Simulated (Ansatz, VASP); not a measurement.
**Two plane-wave programs on NaF**

```
Na F
1.0
     0.00000    2.32330    2.30007
     2.32330    0.00000    2.30007
     2.32330    2.32330    0.00000
Na F
1 1
Direct
  0.00000 0.00000 0.00000
  0.50000 0.50000 0.50000
```

Change from the starting cell: strain -0.0100 x Voigt [0, 0, 1, 0, 0, 0], atoms carried along.

Alike in both runs: task single point; functional PBEsol; k mesh 8 × 8 × 8; occupations gaussian, width 0.05 eV; no spin polarisation.

|  | VASP | Ansatz |
| --- | --- | --- |
| version | VASP 6.6.1 | Ansatz 0.2.0 |
| potentials or method | VASP PAW PBE potentials, release 64 (Na_pv, F), cutoff 520 eV | scalar-relativistic, plane waves, PAW |
| valence electrons in the cell | 14 | 16 |

```csv
,VASP,Ansatz,Ansatz less VASP
gap on the k mesh at the Fermi level (eV),6.17,6.19,+0.021
least direct gap on the mesh (eV),6.17,6.19,+0.021
pressure (GPa),-0.1,-0.1,+0.09
"traceless stress, the component that is largest in VASP (GPa)",0.56,0.54,-0.024
```

VASP's potentials were made for PBE, not for PBEsol. The functional is the same, so the differences come from potentials, cutoffs and numerics. VASP's potentials hold 14 valence electrons a cell and Ansatz's 16, so a difference there can come from the potentials and not from the codes.
